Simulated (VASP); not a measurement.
# Y (P6_3/mmc) in VASP: further runs

Y is run at these levels: PBEsol; tasks: single point.

All numbers are computed with VASP 6.6.1; they aren't measurements. Logs are shortened: lines on timing, memory, paths and dates and some standing lists are left out, and cuts for length are marked.

### Step 1. The cell of the first run

It takes space group P6_3/mmc (No. 194, hexagonal). The conventional cell has a = 3.651 Å, b = 3.651 Å, c = 5.604 Å, α = 90.00°, β = 90.00°, γ = 120.00°. Y (site symmetry -6m2) has 12 Y at 3.51 to 3.65 Å within 4.6 Å.

### Step 2. Single point, PBEsol (strain +0.000 along x and y, -0.025 along z)

Contents of INCAR:

```
SYSTEM = Y
  PREC = Accurate
  ENCUT = 520
  EDIFF = 1E-7
  ISMEAR = 0
  SIGMA = 0.15
  LREAL = .FALSE.
  LASPH = .TRUE.
  NELM = 60
  ALGO = Fast
  ISIF = 2
  LWAVE = .FALSE.
  LCHARG = .FALSE.
  GGA = PS
  NBANDS = 18
```

Contents of KPOINTS:

```
regular mesh
0
G
  18 18 8
  0 0 0
```

Contents of POSCAR:

```
Y
1.0
    3.6514992371      0.0000000000      0.0000000000
   -1.8257496185      3.1622911012      0.0000000000
    0.0000000000      0.0000000000      5.6037150000
Y
2
Direct
    0.3333333333      0.6666666667      0.2500000000
    0.6666666667      0.3333333333      0.7500000000
```

Potentials or basis: VASP PAW PBE potentials, release 64 (Y_sv).

Run with:

```console
> cat potpaw_PBE.64/Y_sv/POTCAR > POTCAR
> mpirun -np 1 vasp_std > vasp.out
```

OUTCAR:

```text
SYSTEM = Y
   PREC = Accurate
   ENCUT = 520
   EDIFF = 1E-7
   ISMEAR = 0
   LREAL = .FALSE.
   LASPH = .TRUE.
   NELM = 60
   ISIF = 2
   GGA = PS

 ion  position               nearest neighbor table
   1  0.333  0.667  0.250-   2 3.51   2 3.51   2 3.51   2 3.51   2 3.51   2 3.51
   2  0.667  0.333  0.750-   1 3.51   1 3.51   1 3.51   1 3.51   1 3.51   1 3.51

  LATTYP: Found a hexagonal cell.
 ALAT       =     3.6514992371
 C/A-ratio  =     1.5346340328

  Lattice vectors:

 A1 = (   3.6514992371,   0.0000000000,   0.0000000000)
 A2 = (  -1.8257496185,   3.1622911012,   0.0000000000)
 A3 = (   0.0000000000,   0.0000000000,   5.6037150000)

Analysis of symmetry for initial positions (statically):
=====================================================================
 Subroutine PRICEL returns:
 Original cell was already a primitive cell.

 Routine SETGRP: Setting up the symmetry group for a
 hexagonal supercell.

 Subroutine GETGRP returns: Found 24 space group operations
 (whereof 12 operations were pure point group operations)
 out of a pool of 24 trial point group operations.

The static configuration has the point symmetry D_3d.
 The point group associated with its full space group is D_6h.

Analysis of symmetry for dynamics (positions and initial velocities):
=====================================================================
 Subroutine PRICEL returns:
 Original cell was already a primitive cell.

 Routine SETGRP: Setting up the symmetry group for a
 hexagonal supercell.

 Subroutine GETGRP returns: Found 24 space group operations
 (whereof 12 operations were pure point group operations)
 out of a pool of 24 trial point group operations.

The dynamic configuration has the point symmetry D_3d.
 The point group associated with its full space group is D_6h.

 Subroutine INISYM returns: Found 24 space group operations
 (whereof 12 operations are pure point group operations),
 and found     1 'primitive' translations

----------------------------------------------------------------------------------------

                                     Primitive cell

  volume of cell :      64.7067

  direct lattice vectors                    reciprocal lattice vectors
     3.651499237  0.000000000  0.000000000     0.273860115  0.158113211  0.000000000
    -1.825749618  3.162291101  0.000000000     0.000000000  0.316226422  0.000000000
     0.000000000  0.000000000  5.603715000     0.000000000  0.000000000  0.178453044

  length of vectors
     3.651499237  3.651499237  5.603715000     0.316226422  0.316226422  0.178453044

  position of ions in fractional coordinates (direct lattice)
     0.333333333  0.666666667  0.250000000
     0.666666667  0.333333333  0.750000000

  ion indices of the primitive-cell ions
   primitive index   ion index
                 1           1
                 2           2

----------------------------------------------------------------------------------------

 KPOINTS: regular mesh

Automatic generation of k-mesh.
 Grid dimensions read from file:
 generate k-points for:   18   18    8

 Generating k-lattice:

  Cartesian coordinates                     Fractional coordinates (reciprocal lattice)
     0.015214451  0.008784067  0.000000000     0.055555556 -0.000000000  0.000000000
     0.000000000  0.017568135  0.000000000     0.000000000  0.055555556  0.000000000
     0.000000000  0.000000000  0.022306631     0.000000000  0.000000000  0.125000000

  Length of vectors
     0.017568135  0.017568135  0.022306631

  Shift w.r.t. Gamma in fractional coordinates (k-lattice)
     0.000000000  0.000000000  0.000000000

 Subroutine IBZKPT returns following result:
 ===========================================

 Found    185 irreducible k-points:

 Following reciprocal coordinates:
            Coordinates               Weight
  0.000000  0.000000  0.000000      1.000000
  0.055556  0.000000  0.000000      6.000000
  0.111111  0.000000  0.000000      6.000000
  0.166667  0.000000  0.000000      6.000000
  0.222222  0.000000  0.000000      6.000000
  0.277778  0.000000  0.000000      6.000000
[... 16 lines left out ...]
  0.333333  0.111111  0.000000     12.000000
  0.388889  0.111111  0.000000     12.000000
 [... further k-points ...]
   k-points           NKPTS =    185   k-points in BZ     NKDIM =    185   number of bands    NBANDS=     18
   number of dos      NEDOS =    301   number of ions     NIONS =      2
   total plane-waves  NPLWV =  32928
   dimension x,y,z NGX =    28 NGY =   28 NGZ =   42
   dimension x,y,z NGXF=    56 NGYF=   56 NGZF=   84
   ions per type =               2
   NGX,Y,Z   is equivalent  to a cutoff of  12.75, 12.75, 12.46 a.u.
   NGXF,Y,Z  is equivalent  to a cutoff of  25.50, 25.50, 24.92 a.u.
 SYSTEM =  Y
   PREC   = accura    normal or accurate (medium, high low for compatibility)
   ISTART =      0    job   : 0-new  1-cont  2-samecut
   ICHARG =      2    charge: 1-file 2-atom 10-const
[... 90 lines left out ...]
      2     -39.5204      2.00000
      3     -19.9180      2.00000
      4     -19.4790      2.00000
      5     -19.4512      2.00000
      6     -19.3756      2.00000
[... 10 lines left out ...]
     17       5.5497      0.00000
     18       5.5566      0.00000

 k-point     4 :       0.1667    0.0000    0.0000
  band No.  band energies     occupation
      1     -39.5945      2.00000
      2     -39.5186      2.00000
      3     -19.8903      2.00000
      4     -19.5282      2.00000
      5     -19.4681      2.00000
      6     -19.4263      2.00000
[... 10 lines left out ...]
     17       5.8274      0.00000
     18       5.8317      0.00000

 k-point     5 :       0.2222    0.0000    0.0000
  band No.  band energies     occupation
      1     -39.5852      2.00000
      2     -39.5168      2.00000
      3     -19.8538      2.00000
      4     -19.5889      2.00000
      5     -19.4882      2.00000
      6     -19.4867      2.00000
[... 10 lines left out ...]
     17       6.1495      0.00000
     18       6.2006      0.00000

 k-point     6 :       0.2778    0.0000    0.0000
  band No.  band energies     occupation
      1     -39.5748      2.00000
      2     -39.5153      2.00000
      3     -19.8109      2.00000
      4     -19.6539      2.00000
      5     -19.5490      2.00000
      6     -19.5090      2.00000
[... 10 lines left out ...]
     17       6.5292      0.00000
     18       6.6432      0.00000

 k-point     7 :       0.3333    0.0000    0.0000
  band No.  band energies     occupation
      1     -39.5642      2.00000
      2     -39.5146      2.00000
      3     -19.7649      2.00000
      4     -19.7150      2.00000
      5     -19.6059      2.00000
      6     -19.5280      2.00000
[... 10 lines left out ...]
     17       6.9800      0.00000
     18       7.1282      0.00000

 k-point     8 :       0.3889    0.0000    0.0000
  band No.  band energies     occupation
      1     -39.5546      2.00000
      2     -39.5150      2.00000
      3     -19.7648      2.00000
      4     -19.7203      2.00000
      5     -19.6511      2.00000
      6     -19.5432      2.00000
[... 10 lines left out ...]
     17       7.5189      0.00000
     18       7.6145      0.00000
[... 229 lines left out ...]
     17       5.7967      0.00000
     18       6.1401      0.00000

 k-point    20 :       0.1667    0.1111    0.0000
  band No.  band energies     occupation
      1     -39.5815      2.00000
      2     -39.5162      2.00000
      3     -19.8387      2.00000
      4     -19.5912      2.00000
      5     -19.5529      2.00000
      6     -19.4602      2.00000
[... 10 lines left out ...]
     17       6.0373      0.00000
     18       6.5544      0.00000

 k-point    21 :       0.2222    0.1111    0.0000
  band No.  band energies     occupation
      1     -39.5714      2.00000
      2     -39.5150      2.00000
      3     -19.7968      2.00000
      4     -19.6502      2.00000
      5     -19.5936      2.00000
      6     -19.4946      2.00000
[... 10 lines left out ...]
     17       6.3982      0.00000
     18       7.0319      0.00000

 k-point    22 :       0.2778    0.1111    0.0000
  band No.  band energies     occupation
      1     -39.5612      2.00000
      2     -39.5146      2.00000
      3     -19.7516      2.00000
      4     -19.7079      2.00000
      5     -19.6281      2.00000
      6     -19.5277      2.00000
[... 10 lines left out ...]
     17       6.9321      0.00000
     18       7.5513      0.00000

 k-point    23 :       0.3333    0.1111    0.0000
  band No.  band energies     occupation
      1     -39.5519      2.00000
      2     -39.5153      2.00000
      3     -19.7551      2.00000
      4     -19.7072      2.00000
      5     -19.6553      2.00000
      6     -19.5547      2.00000
[... 10 lines left out ...]
     17       7.4472      0.00000
     18       8.0871      0.00000

 k-point    24 :       0.3889    0.1111    0.0000
  band No.  band energies     occupation
      1     -39.5450      2.00000
      2     -39.5166      2.00000
      3     -19.7859      2.00000
      4     -19.6729      2.00000
      5     -19.6712      2.00000
      6     -19.5722      2.00000
[... 10 lines left out ...]
     17       7.8293      0.00000
     18       8.4776      0.00000

 [... further k-points ...]
[... 5 lines left out ...]
  --------------------------------------------------------------------------------------
  -------------------------------------------------------------------------------------
  Total       -0.6668022     -0.6668022     -0.3851686     -0.0000000     -0.0000000      0.0000000
  in kB      -16.5104349    -16.5104349     -9.5370114     -0.0000000     -0.0000000      0.0000000
  external PRESSURE =     -14.1859604 kB  Pullay stress =       0.0000000 kB

 VOLUME and BASIS-vectors are now :
 -----------------------------------------------------------------------------
  energy-cutoff  :      520.00
  volume of cell :       64.71
      direct lattice vectors                 reciprocal lattice vectors
     3.651499237  0.000000000  0.000000000     0.273860115  0.158113211  0.000000000
    -1.825749618  3.162291101  0.000000000     0.000000000  0.316226422  0.000000000
     0.000000000  0.000000000  5.603715000     0.000000000  0.000000000  0.178453044

 POSITION                                       TOTAL-FORCE (eV/Angst)
 -----------------------------------------------------------------------------------
     -0.00000      2.10819      1.40093        -0.000000      0.000000      0.000000
      1.82575      1.05410      4.20279         0.000000      0.000000      0.000000
 -----------------------------------------------------------------------------------
    total drift:                                0.000000     -0.000000      0.000000

  FREE ENERGIE OF THE ION-ELECTRON SYSTEM (eV)
  ---------------------------------------------------
  free  energy   TOTEN  =       -13.6495890370 eV

  energy  without entropy=      -13.6082076264  energy(sigma->0) =      -13.62889833
```

Run time: 6.1 min. Hardware: 1 thread of Oxide Virtual Turin-like, shared host; peak memory 0.3 GiB.

Results:

```
Free energy            : -13.6496 eV
Pressure               : -1.4 GPa
Band gap on the k mesh : zero (bands 11 and 12 overlap by 1.60 eV)
```

Stress tensor (GPa, compression positive):
```
-1.65  0.00  0.00
 0.00 -1.65  0.00
 0.00  0.00 -0.95
```

Caveat: the cell differs from its parent crystal (strain +0.000 along x and y, -0.025 along z); the PAW data sets were made with another functional, which shifts forces and pressure a little.

### Step 3. Single point, PBEsol (strain -0.025 along x and y, +0.025 along z)

Contents of INCAR:

```
SYSTEM = Y
PREC = Accurate
ENCUT = 520
EDIFF = 1E-6
ISMEAR = 0
SIGMA = 0.15
LREAL = .False.
LASPH = .True.
NELM = 60
ALGO = Fast
ISIF = 2
LWAVE = .False.
LCHARG = .True.
GGA = PS
LELF = .True.
LVHAR = .True.
NBANDS = 18
```

Contents of KPOINTS:

```
Automatic mesh
0
Gamma
  18 18 8
  0 0 0
```

Contents of POSCAR:

```
Y
1.0
    3.5602117562      0.0000000000      0.0000000000
   -1.7801058781      3.0832338237      0.0000000000
    0.0000000000      0.0000000000      5.8910850000
Y
2
Direct
    0.3333333333      0.6666666667      0.2500000000
    0.6666666667      0.3333333333      0.7500000000
```

Potentials or basis: VASP PAW PBE potentials, release 64 (Y_sv).

Run with:

```console
> cat potpaw_PBE.64/Y_sv/POTCAR > POTCAR
> mpirun -np 1 vasp_std > vasp.out
```

Wall time 10 min (1 thread of Oxide Virtual Turin-like, shared host); peak memory 0.31 GiB.

Results (log left out):

```yaml
Free_energy: -13.6223 eV
Pressure: -1.4 GPa
Band_gap_on_the_k_mesh: zero (bands 11 and 12 overlap by 1.10 eV)
```

Stress tensor (GPa, compression positive):
```
-0.34  0.00  0.00
 0.00 -0.34  0.00
 0.00  0.00 -3.60
```

Levels at points of the mesh, in eV from the Fermi level:
| k point | band 9 | band 10 | band 11 | band 12 | band 13 | band 14 |
| --- | --- | --- | --- | --- | --- | --- |
| (0.00, 0.00, 0.00) | -4.75 | -2.01 | 0.60 | 1.67 | 1.82 | 1.82 |
| (0.50, 0.00, 0.00) | -1.66 | -1.24 | -0.92 | 0.06 | 1.19 | 1.72 |
| (0.00, 0.00, 0.50) | -3.39 | -3.39 | 0.73 | 0.73 | 1.80 | 1.80 |
| (0.50, 0.00, 0.50) | -1.70 | -1.70 | -0.05 | -0.05 | 1.43 | 1.43 |

Caveat: the cell differs from its parent crystal (strain -0.025 along x and y, +0.025 along z); the PAW data sets were made with another functional, which shifts forces and pressure a little.

### Step 4. Single point, PBEsol (strain -0.025 along x and y, +0.050 along z)

Contents of INCAR:

```
ALGO = Fast ; EDIFF = 1E-7
ENCUT = 520 ; GGA = PS
ISIF = 2 ; ISMEAR = 0
LASPH = T ; LCHARG = F
LREAL = F ; LWAVE = F
NBANDS = 18 ; NELM = 60
PREC = Accurate ; SIGMA = 0.15
```

Contents of KPOINTS:

```
k-points
0
Gamma
  18 18 8
```

POSCAR: that of step 3 with these lines changed.

```diff
@@ -4,3 +4,3 @@
    -1.7801058781      3.0832338237      0.0000000000
-    0.0000000000      0.0000000000      5.8910850000
+    0.0000000000      0.0000000000      6.0347700000
 Y
```

Run with:

```console
> cat potpaw_PBE.64/Y_sv/POTCAR > POTCAR
> mpirun -np 1 vasp_std > vasp.out
```

It took 12 min on 1 thread of Oxide Virtual Turin-like, shared host; peak memory 0.32 GiB.

It converged, with:

```
Free energy            : -13.5794 eV
Pressure               : -2.3 GPa
Band gap on the k mesh : zero (bands 11 and 12 overlap by 0.96 eV)
```

Stress tensor (GPa, compression positive):
```
-0.86  0.00  0.00
 0.00 -0.86  0.00
 0.00  0.00 -5.09
```

Levels at points of the mesh, in eV from the Fermi level:
```tsv
k point	band 9	band 10	band 11	band 12	band 13	band 14
(0.00, 0.00, 0.00)	-4.71	-2.03	0.40	1.48	1.82	1.82
(0.50, 0.00, 0.00)	-1.63	-1.20	-0.91	0.09	1.07	1.71
(0.00, 0.00, 0.50)	-3.43	-3.43	0.63	0.63	1.83	1.83
(0.50, 0.00, 0.50)	-1.67	-1.67	-0.08	-0.08	1.37	1.37
```

Caveat: the cell differs from its parent crystal (strain -0.025 along x and y, +0.050 along z); the PAW data sets were made with another functional, which shifts forces and pressure a little.

### Step 5. Single point, PBEsol (strain +0.025 along x and y, -0.050 along z)

Contents of INCAR:

```
PREC = Accurate
ENCUT = 520
EDIFF = 1E-6
ISMEAR = 0
SIGMA = 0.15
LREAL = F
LASPH = T
NELM = 60
ALGO = Fast
ISIF = 2
LWAVE = F
LCHARG = F
GGA = PS
NBANDS = 18
```

Contents of KPOINTS:

```
Automatic mesh
0
Gamma
  18 18 8
```

Contents of POSCAR:

```
Y
1.0
    3.7427867180      0.0000000000      0.0000000000
   -1.8713933590      3.2413483788      0.0000000000
    0.0000000000      0.0000000000      5.4600300000
Y
2
Direct
    0.3333333333      0.6666666667      0.2500000000
    0.6666666667      0.3333333333      0.7500000000
```

Run with:

```console
> cat potpaw_PBE.64/Y_sv/POTCAR > POTCAR
> mpirun -np 1 vasp_std > vasp.out
```

Run time: 9.5 min. Hardware: 1 thread of Oxide Virtual Turin-like, shared host; peak memory 0.31 GiB.

It converged, with:

```yaml
Free_energy: -13.6023 eV
Pressure: -2.3 GPa
Band_gap_on_the_k_mesh: zero (bands 11 and 12 overlap by 1.95 eV)
```

Stress tensor (GPa, compression positive):
```
-3.44  0.00  0.00
 0.00 -3.44  0.00
 0.00  0.00  0.13
```

Levels at points of the mesh, in eV from the Fermi level:
```
           k point  band 8  band 9  band 10  band 11  band 12  band 13  band 14  band 15
(0.00, 0.00, 0.00)  -22.27   -4.65    -1.73     1.40     1.63     1.63     2.37     2.37
(0.50, 0.00, 0.00)  -22.38   -1.73    -1.17    -0.66    -0.27     1.16     1.70     2.38
(0.00, 0.00, 0.50)  -22.41   -3.07    -3.07     1.25     1.25     1.43     1.43     1.43
(0.50, 0.00, 0.50)  -22.41   -1.60    -1.60     0.21     0.21     1.42     1.42     2.53
```

Caveat: the cell differs from its parent crystal (strain +0.025 along x and y, -0.050 along z); the PAW data sets were made with another functional, which shifts forces and pressure a little.

### Step 6. Single point, PBEsol (strain +0.025 along x and y, -0.025 along z)

Contents of INCAR:

```
SYSTEM = Y
PREC     = Accurate       ! precision mode
ENCUT    = 520            ! plane-wave cutoff, eV
EDIFF    = 1E-6           ! SCF threshold, eV
ISMEAR   = 0              ! smearing method
SIGMA    = 0.15           ! smearing width, eV
LREAL    = .False.        ! projectors in reciprocal space
LASPH    = .True.         ! aspherical terms in the spheres
NELM     = 100            ! most SCF steps
ALGO     = Fast           ! electronic algorithm
ISIF     = 2              ! what is computed and relaxed
LWAVE    = .False.        ! write WAVECAR
LCHARG   = .True.         ! write CHGCAR
GGA      = PS             ! functional
LELF     = .True.         ! ELF
LVHAR    = .True.       
NBANDS   = 18             ! bands
```

Contents of KPOINTS:

```
regular mesh
0
Gamma
  18 18 8
  0 0 0
```

POSCAR: that of step 5 with these lines changed.

```diff
@@ -4,3 +4,3 @@
    -1.8713933590      3.2413483788      0.0000000000
-    0.0000000000      0.0000000000      5.4600300000
+    0.0000000000      0.0000000000      5.6037150000
 Y
```

Potentials or basis: VASP PAW PBE potentials, release 64 (Y_sv).

Run with:

```console
> cat potpaw_PBE.64/Y_sv/POTCAR > POTCAR
> mpirun -np 1 vasp_std > vasp.out
```

It took 9.8 min on 1 thread of Oxide Virtual Turin-like, shared host; peak memory 0.31 GiB.

Results (log left out):

- Free energy: -13.5930 eV
- Pressure: -3.2 GPa
- Band gap on the k mesh: zero (bands 11 and 12 overlap by 1.65 eV)

Stress tensor (GPa, compression positive):
```
-3.83  0.00  0.00
 0.00 -3.83  0.00
 0.00  0.00 -1.82
```

Levels at points of the mesh, in eV from the Fermi level:
| k point | band 8 | band 9 | band 10 | band 11 | band 12 | band 13 | band 14 | band 15 |
| --- | --- | --- | --- | --- | --- | --- | --- | --- |
| (0.00, 0.00, 0.00) | -22.37 | -4.62 | -1.73 | 1.12 | 1.65 | 1.65 | 2.31 | 2.31 |
| (0.50, 0.00, 0.00) | -22.47 | -1.71 | -1.12 | -0.68 | -0.25 | 1.25 | 1.53 | 2.20 |
| (0.00, 0.00, 0.50) | -22.48 | -3.13 | -3.13 | 1.12 | 1.12 | 1.50 | 1.50 | 1.50 |
| (0.50, 0.00, 0.50) | -22.51 | -1.58 | -1.58 | 0.15 | 0.15 | 1.33 | 1.33 | 2.55 |

Caveat: the cell differs from its parent crystal (strain +0.025 along x and y, -0.025 along z); the cell stands under tension; the PAW data sets were made with another functional, which shifts forces and pressure a little.

### Step 7. The runs side by side

```tsv
cell	further INCAR settings	gap on the mesh (eV)	pressure (GPa)
a = 3.651, b = 3.651, c = 5.604 Å, angles 90.0, 90.0, 120.0°, 2 atoms	ALGO = Fast; EDIFF = 1e-07; NBANDS = 18	none	-1.4
a = 3.560, b = 3.560, c = 5.891 Å, angles 90.0, 90.0, 120.0°, 2 atoms	ALGO = Fast; EDIFF = 1e-06; NBANDS = 18	none	-1.4
a = 3.560, b = 3.560, c = 6.035 Å, angles 90.0, 90.0, 120.0°, 2 atoms	ALGO = Fast; EDIFF = 1e-07; NBANDS = 18	none	-2.3
a = 3.743, b = 3.743, c = 5.460 Å, angles 90.0, 90.0, 120.0°, 2 atoms	ALGO = Fast; EDIFF = 1e-06; NBANDS = 18	none	-2.3
a = 3.743, b = 3.743, c = 5.604 Å, angles 90.0, 90.0, 120.0°, 2 atoms	ALGO = Fast; EDIFF = 1e-06; NBANDS = 18	none	-3.2
```

Alike in all rows: task single point; level PBEsol; potentials or basis VASP PAW PBE potentials, release 64 (Y_sv); no spin polarisation; k mesh 18 × 18 × 8; cutoff (eV) 520; smearing gaussian 0.15 eV.

Caveats: the PAW data sets were made with another functional, which shifts forces and pressure a little; the cell stands under tension (at least some runs).

Absolute energies hang on the potentials; compare differences alone.
